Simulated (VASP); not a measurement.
Set up this calculation in VASP 6.6.1, as the native input.

- Task: single point
- Functional: PBE0
- Potentials or basis: VASP PAW PBE potentials, release 64 (Cu)
- Cutoff: 520 eV
- k mesh: 8 × 8 × 8
- Occupations: fermi-dirac, width 0.05 eV
- Spin: no spin polarisation
- Dipole correction: no
- Grid for exact exchange (PRECFOCK): Normal
- Further INCAR settings: ALGO = Normal; EDIFF = 1e-07; NBANDS = 12
- Share of exact exchange: 0.25

Cu:

```
CELL_PARAMETERS angstrom
-1.46178 1.46178 1.39419
1.46178 -1.46178 1.39419
1.46178 1.46178 -1.39419
ATOMIC_POSITIONS crystal
Cu 0.00000 0.00000 0.00000
```

One way to write it, as run:

POSCAR

```
Cu
1.0
   -1.4617796199      1.4617796199      1.3941898615
    1.4617796199     -1.4617796199      1.3941898615
    1.4617796199      1.4617796199     -1.3941898615
Cu
1
Direct
    0.0000000000      0.0000000000      0.0000000000
```

INCAR.step1

```
PREC = Accurate
ENCUT = 520
EDIFF = 1E-5
ISMEAR = -1
SIGMA = 0.05
LREAL = False
LASPH = True
NELM = 100
ALGO = Normal
ISIF = 2
LWAVE = True
NBANDS = 12
GGA = PE
```

INCAR.step2

```
PREC = Accurate
ENCUT = 520
EDIFF = 1E-7
ISMEAR = -1
SIGMA = 0.05
LREAL = False
LASPH = True
NELM = 100
ALGO = Normal
ISIF = 2
LWAVE = False
LCHARG = True
GGA = PE
LHFCALC = True
AEXX = 0.25
PRECFOCK = Normal
LELF = True
LVHAR = True
NBANDS = 12
ISTART = 1
```

KPOINTS

```
Automatic mesh
0
Gamma
  8 8 8
```

Potentials or basis: VASP PAW PBE potentials, release 64 (Cu).

Launch:

```console
$ cat potpaw_PBE.64/Cu/POTCAR > POTCAR
$ cp INCAR.step1 INCAR
$ mpirun -np 1 vasp_std > vasp.out
$ cp INCAR.step2 INCAR
$ mpirun -np 1 vasp_std > vasp.out
```

It gave:

* Pressure: 1.4 GPa
* Band gap on the k mesh: zero (an odd number of electrons rules out a gap without spin polarisation)

Caveat: the k points lie up to 0.39 Å⁻¹ apart, too coarse for converged energies and pressures of a metal; the PAW data sets were made with another functional, which shifts forces and pressure a little.

Run time: 21 min on 1 thread of Intel(R) Xeon(R) 6975P-C (Granite Rapids), with other jobs on the host, peak memory 0.14 GiB.
